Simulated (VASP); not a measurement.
## H13O6F: single point with r2SCAN+D3(BJ)

The system is H13O6F.

```xyz
20
Lattice="5.9814 0.0000 0.0000 0.0000 5.9814 0.0000 0.0000 0.0000 5.9814" Properties=species:S:1:pos:R:3 pbc="T T T"
O     1.4085    0.0793    3.5861
O     3.2184    4.1200    4.1848
O    -0.2188    4.0337    5.8849
O     2.7999    2.2172   -0.0246
O     1.6430    5.4479    0.9666
O     5.0066    6.7800    6.7294
H     1.8768    0.9229    3.7263
H     1.4854   -0.1027    2.6104
H     2.6173    4.8709    3.8911
H     3.4919    3.6187    3.3970
H    -0.9028    4.2207    5.1514
H    -0.2244    3.0792    5.9608
H     2.8024    2.6237    0.8737
H     2.7784    2.9785   -0.6859
H     1.6776    6.2653    0.4418
H     1.0454    4.8761    0.4350
H     4.1827    7.0023    6.1972
H     5.0424    5.8563    6.8754
H     4.4556    1.5183    1.9197
F     3.9490    2.0643    2.5674
```

```
Program             : VASP 6.6.1
Task                : single point
Functional          : r2SCAN
Dispersion          : D3(BJ)
Potentials or basis : VASP PAW PBE potentials, release 64 (O, H, F)
Cutoff              : 520 eV
k mesh              : 1 × 1 × 1
Occupations         : fermi-dirac, width 0.05 eV
Spin                : no spin polarisation
```

The pressure is -1.4 GPa. The largest force is 2.692 eV/Å and the dispersion energy per atom is -0.015 eV.

Forces on the atoms (eV/Å):
```
O    0.576  0.311 -0.404
O    0.024  0.415 -0.315
O   -1.749  0.464 -1.701
O   -0.232  0.424  0.423
O    0.410  0.188 -0.211
O   -1.208  2.363 -0.450
H   -0.239 -0.351 -0.075
H   -0.253  0.166  0.308
H    0.137 -0.432  0.377
H   -0.061  0.084  0.126
H    1.154 -0.252  1.279
H    0.080 -0.518  0.134
H    0.015 -0.313 -0.909
H    0.214 -0.387  0.466
H    0.183 -0.015  0.208
H   -0.026 -0.034  0.234
H    0.735 -0.183  0.361
H    0.131 -1.848  0.129
H    0.306 -0.242 -0.273
F   -0.194  0.163  0.294
```

Stress tensor (GPa, compression positive):
```
-2.15  0.66 -0.96
 0.66 -0.23  0.22
-0.96  0.22 -1.92
```

Levels at points of the mesh, in eV from the Fermi level:
| k point | band 26 | band 27 | band 28 | band 29 | band 30 | band 31 |
| --- | --- | --- | --- | --- | --- | --- |
| (0.00, 0.00, 0.00) | -1.78 | -1.67 | -1.32 | 4.06 | 7.70 | 8.05 |

It took 97 s on 1 thread of Intel(R) Xeon(R) Platinum 8488C (Sapphire Rapids), on a shared host, peak memory 0.33 GiB.

Caveat: the k points lie up to 1.05 Å⁻¹ apart; the PAW data sets were made with another functional, which shifts forces and pressure a little.
